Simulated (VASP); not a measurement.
# C (C2/m) in VASP: notebook, part 2 of 2

VASP 6.6.1. The steps go on from the part before.

## (3) Single point, PBEsol (layers slid over each other)

INCAR

```
SYSTEM = C
PREC = Accurate
ENCUT = 520
EDIFF = 1E-7
ISMEAR = 0
SIGMA = 0.05
LREAL = .FALSE.
LASPH = .TRUE.
NELM = 80
ALGO = Normal
ISIF = 2
LWAVE = .FALSE.
LCHARG = .FALSE.
GGA = PS
ISYM = 0
NBANDS = 21
```

KPOINTS

```
regular mesh
0
G
  12 12 3
  0 0 0
```

POSCAR

```
C
1.0
    0.0000000000      2.4588631543      0.0000000000
   -2.1294220588      1.2294315772      0.0088643343
   -1.3458548083      2.4588631543     10.8853881515
C
6
Direct
    0.3888692843      0.8888677917      0.1666968199
    0.2777581732     -0.2222433194      0.8333634866
   -0.1666862713      0.3333122361      0.5000301532
    0.1666640491     -0.3333344583      0.5000031801
    0.7222196046      0.2222210972      0.1666698468
   -0.3888915065      0.1111099861      0.8333365134
```

Potentials or basis: VASP PAW PBE potentials, release 64 (C).

Launch:

```bash
$ cat potpaw_PBE.64/C/POTCAR > POTCAR
$ mpirun -np 1 vasp_std > vasp.out
```

OUTCAR:

```text
SYSTEM = C
   PREC = Accurate
   ENCUT = 520
   EDIFF = 1E-7
   ISMEAR = 0
   LREAL = .FALSE.
   LASPH = .TRUE.
   NELM = 80
   ISIF = 2
   GGA = PS
   ISYM = 0

 ion  position               nearest neighbor table
   1  0.389  0.889  0.167-   5 1.42   5 1.42   5 1.42
   2  0.278  0.778  0.833-   6 1.42   6 1.42   6 1.42
   3  0.833  0.333  0.500-   4 1.42   4 1.42   4 1.42
   4  0.167  0.667  0.500-   3 1.42   3 1.42   3 1.42
   5  0.722  0.222  0.167-   1 1.42   1 1.42   1 1.42
   6  0.611  0.111  0.833-   2 1.42   2 1.42   2 1.42

IMPORTANT INFORMATION: All symmetrisations will be switched off!
NOSYMM: (Re-)initialisation of all symmetry stuff for point group C_1.

----------------------------------------------------------------------------------------

                                     Primitive cell

  volume of cell :      56.9661

  direct lattice vectors                    reciprocal lattice vectors
     0.000000000  2.458863154  0.000000000     0.234543790  0.406692011 -0.062867589
    -2.129422059  1.229431577  0.008864334    -0.469852814  0.000000000 -0.058091972
    -1.345854808  2.458863154 10.885388152     0.000382617  0.000000000  0.091913576

[... 166 lines left out ...]
 Fermi energy:         3.9877288798

 k-point     1 :       0.0000    0.0000    0.0000
  band No.  band energies     occupation
      1     -15.6297      2.00000
      2     -15.5079      2.00000
      3     -15.5074      2.00000
      4      -4.0477      2.00000
      5      -4.0475      2.00000
      6      -3.0128      2.00000
[... 565 lines left out ...]
     20      14.0893      0.00000
     21      14.2925      0.00000

 [... further k-points ...]

------------------------ aborting loop because EDIFF is reached ----------------------------------------

  FORCE on cell =-STRESS in cart. coord.  units (eV):
  Direction    XX          YY          ZZ          XY          YZ          ZX
  --------------------------------------------------------------------------------------
  -------------------------------------------------------------------------------------
  Total        0.3719524      0.3722898     -0.0583503     -0.0000471      0.0000047     -0.0019587
  in kB       10.4611989     10.4706884     -1.6411091     -0.0013256      0.0001329     -0.0550877
  external PRESSURE =       6.4302594 kB  Pullay stress =       0.0000000 kB

 VOLUME and BASIS-vectors are now :
 -----------------------------------------------------------------------------
  energy-cutoff  :      520.00
  volume of cell :       56.97
      direct lattice vectors                 reciprocal lattice vectors
     0.000000000  2.458863154  0.000000000     0.234543790  0.406692011 -0.062867589
    -2.129422059  1.229431577  0.008864334    -0.469852814  0.000000000 -0.058091972
    -1.345854808  2.458863154 10.885388152     0.000382617  0.000000000  0.091913576

 POSITION                                       TOTAL-FORCE (eV/Angst)
 -----------------------------------------------------------------------------------
     -2.11712      2.45886      1.82244        -0.000105     -0.000012      0.000399
     -2.77776      3.68829      9.07838        -0.000333     -0.000012     -0.004102
     -1.38273      3.68829      5.44598        -0.000160     -0.000013      0.008577
     -2.09254      2.45886      5.44864         0.000160      0.000013     -0.008574
     -0.69752      2.45886      1.81624         0.000333      0.000012      0.004101
     -1.35815      3.68829      9.07218         0.000105      0.000013     -0.000400
 -----------------------------------------------------------------------------------
    total drift:                                0.000000      0.000001      0.000008

  FREE ENERGIE OF THE ION-ELECTRON SYSTEM (eV)
  ---------------------------------------------------
  free  energy   TOTEN  =       -57.8599633618 eV

  energy  without entropy=      -57.8591834749  energy(sigma->0) =      -57.85957342
```

stdout:

```text
POSCAR found type information on POSCAR C
 POSCAR found :  1 types and       6 ions
 scaLAPACK will be used
 -----------------------------------------------------------------------------
|                                                                             |
|                                                                             |
|     You enforced a specific xc type in the INCAR file but a different       |
[... 21 lines left out ...]
|                                                                             |
 -----------------------------------------------------------------------------

 POSCAR, INCAR and KPOINTS ok, starting setup
 FFT: planning ... GRIDC
 FFT: planning ... GRID_SOFT
 FFT: planning ... GRID
 WAVECAR not read
 entering main loop
```

It took 2.4 min on 1 thread of AMD EPYC 9R45 (Zen 5), shared host; peak memory 0.26 GiB.

What came out:

| Property | Result |
| --- | --- |
| Free energy | -57.8600 eV |
| Pressure | 0.6 GPa |
| Largest force | 0.009 eV/Å |

Forces in eV/Å, atoms in the order of the input:
```
C    0.000  0.000  0.000
C    0.000  0.000 -0.004
C    0.000  0.000  0.009
C    0.000  0.000 -0.009
C    0.000  0.000  0.004
C    0.000  0.000  0.000
```

Stress tensor (GPa, compression positive):
```
 1.05  0.00 -0.01
 0.00  1.05  0.00
-0.01  0.00 -0.16
```

Caveat: the cell differs from its parent crystal (layers slid over each other); this functional lacks dispersion, which binds the layers, so the pressure and a relaxed spacing across them are unreliable; the PAW data sets were made with another functional, which shifts forces and pressure a little.

## (4) Single point, PBEsol

This run uses another cell than the first one, of the same volume but with other edges.

INCAR

```
PREC = Accurate
ENCUT = 520
EDIFF = 1E-7
ISMEAR = -4
SIGMA = 0.05
LREAL = F
LASPH = T
NELM = 80
ALGO = Normal
ISIF = 2
LWAVE = F
LCHARG = F
GGA = PS
NBANDS = 21
ISYM = 0
```

KPOINTS

```
Automatic mesh
0
Gamma
  12 12 3
```

POSCAR is that of step 3.

Potentials or basis: VASP PAW PBE potentials, release 64 (C).

Launch:

```bash
$ cat potpaw_PBE.64/C/POTCAR > POTCAR
$ mpirun -np 1 vasp_std > vasp.out
```

OUTCAR:

```text
PREC = Accurate
   ENCUT = 520
   EDIFF = 1E-7
   ISMEAR = -4
   LREAL = F
   LASPH = T
   NELM = 80
   ISIF = 2
   GGA = PS
   ISYM = 0

 ion  position               nearest neighbor table
   1  0.389  0.889  0.167-   5 1.42   5 1.42   5 1.42
   2  0.278  0.778  0.833-   6 1.42   6 1.42   6 1.42
   3  0.833  0.333  0.500-   4 1.42   4 1.42   4 1.42
   4  0.167  0.667  0.500-   3 1.42   3 1.42   3 1.42
   5  0.722  0.222  0.167-   1 1.42   1 1.42   1 1.42
   6  0.611  0.111  0.833-   2 1.42   2 1.42   2 1.42

IMPORTANT INFORMATION: All symmetrisations will be switched off!
NOSYMM: (Re-)initialisation of all symmetry stuff for point group C_1.

----------------------------------------------------------------------------------------

                                     Primitive cell

  volume of cell :      56.9661

  direct lattice vectors                    reciprocal lattice vectors
     0.000000000  2.458863154  0.000000000     0.234543790  0.406692011 -0.062867589
    -2.129422059  1.229431577  0.008864334    -0.469852814  0.000000000 -0.058091972
    -1.345854808  2.458863154 10.885388152     0.000382617  0.000000000  0.091913576

  length of vectors
     2.458863154  2.458865365 11.240507479     0.473668148  0.473430401  0.091914372

  position of ions in fractional coordinates (direct lattice)
     0.388869284  0.888867792  0.166696820
     0.277758173  0.777756681  0.833363487
     0.833313729  0.333312236  0.500030153
     0.166664049  0.666665542  0.500003180
     0.722219605  0.222221097  0.166669847
     0.611108493  0.111109986  0.833336513

  ion indices of the primitive-cell ions
   primitive index   ion index
                 1           1
                 2           2
                 3           3
                 4           4
                 5           5
                 6           6

----------------------------------------------------------------------------------------

 KPOINTS: Automatic mesh

Automatic generation of k-mesh.
 Grid dimensions read from file:
 generate k-points for:   12   12    3

 Generating k-lattice:

  Cartesian coordinates                     Fractional coordinates (reciprocal lattice)
     0.019545316  0.033891001 -0.005238966     0.083333333  0.000000000 -0.000000000
    -0.039154401  0.000000000 -0.004840998     0.000000000  0.083333333  0.000000000
     0.000127539  0.000000000  0.030637859     0.000000000  0.000000000  0.333333333

  Length of vectors
     0.039472346  0.039452533  0.030638124

  Shift w.r.t. Gamma in fractional coordinates (k-lattice)
     0.000000000  0.000000000  0.000000000

 -----------------------------------------------------------------------------
|                                                                             |
|           W    W    AA    RRRRR   N    N  II  N    N   GGGG   !!!           |
|           W    W   A  A   R    R  NN   N  II  NN   N  G    G  !!!           |
|           W    W  A    A  R    R  N N  N  II  N N  N  G       !!!           |
|           W WW W  AAAAAA  RRRRR   N  N N  II  N  N N  G  GGG   !            |
|           WW  WW  A    A  R   R   N   NN  II  N   NN  G    G                |
|           W    W  A    A  R    R  N    N  II  N    N   GGGG   !!!           |
|                                                                             |
[... 26 lines left out ...]
  0.333333 -0.000000  0.000000      2.000000
  0.416667 -0.000000  0.000000      2.000000
[... 16 lines left out ...]
  0.250000  0.166667  0.000000      2.000000
  0.333333  0.166667 -0.000000      2.000000
 [... further k-points ...]
   k-points           NKPTS =    218   k-points in BZ     NKDIM =    218   number of bands    NBANDS=     21
   number of dos      NEDOS =    301   number of ions     NIONS =      6
   total plane-waves  NPLWV =  27216
   dimension x,y,z NGX =    18 NGY =   18 NGZ =   84
   dimension x,y,z NGXF=    36 NGYF=   36 NGZF=  168
   ions per type =               6
   NGX,Y,Z   is equivalent  to a cutoff of  12.17, 12.17, 12.42 a.u.
   NGXF,Y,Z  is equivalent  to a cutoff of  24.34, 24.34, 24.85 a.u.
 SYSTEM =  unknown system
   PREC   = accura    normal or accurate (medium, high low for compatibility)
   ISTART =      0    job   : 0-new  1-cont  2-samecut
   ICHARG =      2    charge: 1-file 2-atom 10-const
   ISPIN  =      1    spin polarized calculation?
   LNONCOLLINEAR =      F non collinear calculations
   LSORBIT =      F    spin-orbit coupling
   LASPH  =      T    aspherical Exc in radial PAW
   ENCUT  =  520.0 eV  38.22 Ry    6.18 a.u.   4.57  4.57 20.90*2*pi/ulx,y,z
   NELM   =     80;   NELMIN=  2; NELMDL= -5     # of ELM steps
   EDIFF  = 0.1E-06   stopping-criterion for ELM
   LREAL  =      F    real-space projection
   EDIFFG = 0.1E-05   stopping-criterion for IOM
   NSW    =      0    number of steps for IOM
   IBRION =     -1    ionic relax: 0-MD 1-quasi-New 2-CG
   NFREE  =      0    steps in history (QN), initial steepest desc. (CG)
   ISIF   =      2    stress and relaxation
   ISYM   =      0    0-nonsym 1-usesym 2-fastsym
   POTIM  = 0.5000    time-step for ionic-motion
   TEBEG  =    0.0;   TEEND  =   0.0 temperature during run
   PSTRESS=    0.0 pullay stress
   NELECT =      24.0000    total number of electrons
   NUPDOWN=      -1.0000    fix difference up-down
   EMIN   =  10.00;   EMAX   =-10.00  energy-range for DOS
   EFERMI =   0.00;   METHOD = LEGACY
   ISMEAR =    -4;   SIGMA  =   0.05  broadening in eV -4-tet -1-fermi 0-gaus
   EFERMI_NEDOS =   21; number of points for ismear=-14 and -15
   IALGO  =     38    algorithm
   IMIX   =      4    mixing-type and parameters
     AMIX     =   0.40;   BMIX     =  1.00
     AMIX_MAG =   1.60;   BMIX_MAG =  1.00
  volume/ion in A,a.u.               =       9.49        64.07
  Fermi-wavevector in a.u.,A,eV,Ry     =   1.227269  2.319202 20.492948  1.506189
  Thomas-Fermi vector in A             =   2.362239
   LORBIT       =      0    0 simple, 1 ext, 2 COOP (PROOUT), +10 PAW based schemes
   GGA     = PS    functional components
   LHFCALC =     F    Hartree Fock is set to
   AEXX    =    0.0000 exact exchange contribution
   IVDW    =     0    specifies the selected vdW correction
   LEPSILON=     F    determine dielectric tensor
   LRPA    =     F    only Hartree local field effects (RPA)
 non-spin polarized calculation
 Fermi weights with tetrahedron method witout Bloechl corrections
  energy-cutoff  :      520.00
  volume of cell :       56.97
 maximum number of plane-waves:      1561
   NGX =  9   NGY =  9   NGZ = 41

 number of electron      24.0000000 magnetization

 Free energy of the ion-electron system (eV)
  ---------------------------------------------------
  ext. energy  EPLUGINS =         0.00000000
  ---------------------------------------------------
  free energy    TOTEN  =       -57.85927453 eV

  energy without entropy =      -57.85927453  energy(sigma->0) =      -57.85927453

 E-fermi :   3.9886     XC(G=0): -10.0115

 val. band max:        3.9859639110   @ k =   0.3333  -0.3333   0.3333
 cond. band min:       3.9894143046   @ k =   0.3333  -0.3333   0.3333
 fundamental gap:      0.0034503936
 Fermi energy:         3.9885828678

 k-point     1 :       0.0000    0.0000    0.0000
  band No.  band energies     occupation
      1     -15.6297      2.00000
      2     -15.5079      2.00000
      3     -15.5075      2.00000
      4      -4.0477      2.00000
      5      -4.0475      2.00000
      6      -3.0128      2.00000
[... 565 lines left out ...]
     20      14.0893      0.00000
     21      14.2925      0.00000

 [... further k-points ...]

------------------------ aborting loop because EDIFF is reached ----------------------------------------

  FORCE on cell =-STRESS in cart. coord.  units (eV):
  Direction    XX          YY          ZZ          XY          YZ          ZX
  --------------------------------------------------------------------------------------
  -------------------------------------------------------------------------------------
  Total        0.3684194      0.3761591     -0.0597505     -0.0000543      0.0000048      0.0009710
  in kB       10.3618350     10.5795149     -1.6804876     -0.0015270      0.0001347      0.0273091
  external PRESSURE =       6.4202874 kB  Pullay stress =       0.0000000 kB

 VOLUME and BASIS-vectors are now :
 -----------------------------------------------------------------------------
  energy-cutoff  :      520.00
  volume of cell :       56.97
      direct lattice vectors                 reciprocal lattice vectors
     0.000000000  2.458863154  0.000000000     0.234543790  0.406692011 -0.062867589
    -2.129422059  1.229431577  0.008864334    -0.469852814  0.000000000 -0.058091972
    -1.345854808  2.458863154 10.885388152     0.000382617  0.000000000  0.091913576

 POSITION                                       TOTAL-FORCE (eV/Angst)
 -----------------------------------------------------------------------------------
     -2.11712      2.45886      1.82244         0.001193     -0.000013      0.000370
     -2.77776      3.68829      9.07838         0.000195     -0.000013     -0.004272
     -1.38273      3.68829      5.44598        -0.000291     -0.000013      0.008603
     -2.09254      2.45886      5.44864         0.000290      0.000014     -0.008561
     -0.69752      2.45886      1.81624        -0.000212      0.000012      0.004252
     -1.35815      3.68829      9.07218        -0.001175      0.000013     -0.000392
 -----------------------------------------------------------------------------------
    total drift:                               -0.000002      0.000003      0.000022

  FREE ENERGIE OF THE ION-ELECTRON SYSTEM (eV)
  ---------------------------------------------------
  free  energy   TOTEN  =       -57.8592745270 eV

  energy  without entropy=      -57.8592745270  energy(sigma->0) =      -57.85927453
```

stdout:

```text
POSCAR found type information on POSCAR C
 POSCAR found :  1 types and       6 ions
 scaLAPACK will be used
 -----------------------------------------------------------------------------
|                                                                             |
|                                                                             |
|     You enforced a specific xc type in the INCAR file but a different       |
[... 21 lines left out ...]
|                                                                             |
 -----------------------------------------------------------------------------

 POSCAR, INCAR and KPOINTS ok, starting setup
 FFT: planning ... GRIDC
 FFT: planning ... GRID_SOFT
 FFT: planning ... GRID
 WAVECAR not read
 entering main loop
```

Wall time 3.9 min (1 thread of AMD EPYC 9R45 (Zen 5), shared host); peak memory 0.26 GiB.

What came out:

```
Free energy   : -57.8593 eV
Pressure      : 0.6 GPa
Largest force : 0.009 eV/Å
```

Forces on the atoms (eV/Å):
```
C    0.001  0.000  0.000
C    0.000  0.000 -0.004
C    0.000  0.000  0.009
C    0.000  0.000 -0.009
C    0.000  0.000  0.004
C   -0.001  0.000  0.000
```

Caveat: this functional lacks dispersion, which binds the layers, so the pressure and a relaxed spacing across them are unreliable; the PAW data sets were made with another functional, which shifts forces and pressure a little.

## (5) Summary

| cell | smearing | pressure (GPa) | largest force (eV/Å) |
| --- | --- | --- | --- |
| a = 2.459, b = 2.459, c = 10.970 Å, angles 83.7, 83.6, 60.0°, 6 atoms | gaussian 0.05 eV | 0.7 | 0.02 |
| a = 2.459, b = 2.459, c = 11.241 Å, angles 77.5, 77.4, 60.0°, 6 atoms | gaussian 0.05 eV | 0.6 | 0.01 |
| a = 2.459, b = 2.459, c = 11.241 Å, angles 77.5, 77.4, 60.0°, 6 atoms | tetrahedron | 0.6 | 0.01 |

Alike in all rows: task single point; level PBEsol; potentials or basis VASP PAW PBE potentials, release 64 (C); no spin polarisation; k mesh 12 × 12 × 3; cutoff (eV) 520.

Caveats: this functional lacks dispersion, which binds the layers, so the pressure and a relaxed spacing across them are unreliable; the PAW data sets were made with another functional, which shifts forces and pressure a little.

Total energies depend on the potentials used, so only differences within one code and one set of settings carry meaning.
